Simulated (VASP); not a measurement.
Write the native input for VASP 6.6.1 that does the following.

```yaml
Task: single point
Functional: PBE
Potentials_or_basis: VASP PAW PBE potentials, release 64 (Ti_sv, Si, Te)
Cutoff: 520 eV
k_mesh: 4 × 4 × 4
Occupations: gaussian, width 0.1 eV
Spin: no spin polarisation
Dipole_correction: no
Further_INCAR_settings: ALGO = Normal; EDIFF = 1e-07; NBANDS = 29
```

The structure of TiSiTe4 lies in POSCAR:

```
TiSiTe4
1.0
    0.0000000000      4.2293017700      4.2293017700
    4.2293017700      0.0000000000      4.2293017700
    4.2293017700      4.2293017700      0.0000000000
Ti Si Te
1 1 4
Direct
    0.7500000000      0.7500000000      0.7500000000
    0.0000000000      0.0000000000      0.0000000000
    0.3759208700      0.3759208700      0.8722373800
    0.8722373800      0.3759208700      0.3759208700
    0.3759208700      0.3759208700      0.3759208700
    0.3759208700      0.8722373800      0.3759208700
```

The cell was built from a structure type or drawn by symmetry, and may not be a known phase.

The input as run:

INCAR

```
PREC     = Accurate       # precision mode
ENCUT    = 520            # plane-wave cutoff, eV
EDIFF    = 1E-7           # SCF threshold, eV
ISMEAR   = 0              # smearing method
SIGMA    = 0.1            # smearing width, eV
LREAL    = F              # projectors in reciprocal space
LASPH    = T              # aspherical terms in the spheres
NELM     = 60             # most SCF steps
ALGO     = Normal         # electronic algorithm
ISIF     = 2              # what is computed and relaxed
LWAVE    = F              # write WAVECAR
LCHARG   = F              # write CHGCAR
GGA      = PE             # functional
NBANDS   = 29             # bands
```

KPOINTS

```
regular mesh
0
Gamma
  4 4 4
```

Potentials or basis: VASP PAW PBE potentials, release 64 (Ti_sv, Si, Te).

The run is started by

```sh
$ cat potpaw_PBE.64/Ti_sv/POTCAR potpaw_PBE.64/Si/POTCAR potpaw_PBE.64/Te/POTCAR > POTCAR
$ mpirun -np 1 vasp_std > vasp.out
```

It gave:

```yaml
Pressure: 6.7 GPa
Largest_force: 0.192 eV/Å
Band_gap_on_the_k_mesh: zero (bands 20 and 21 overlap by 0.92 eV)
```

Caveat: the cell stands under pressure; spin-orbit coupling is left out, which moves the levels of the heavy elements.

Run time: 70 s on 1 thread of AMD EPYC 7R13 Processor (Zen 3), with other jobs on the host, peak memory 0.28 GiB.
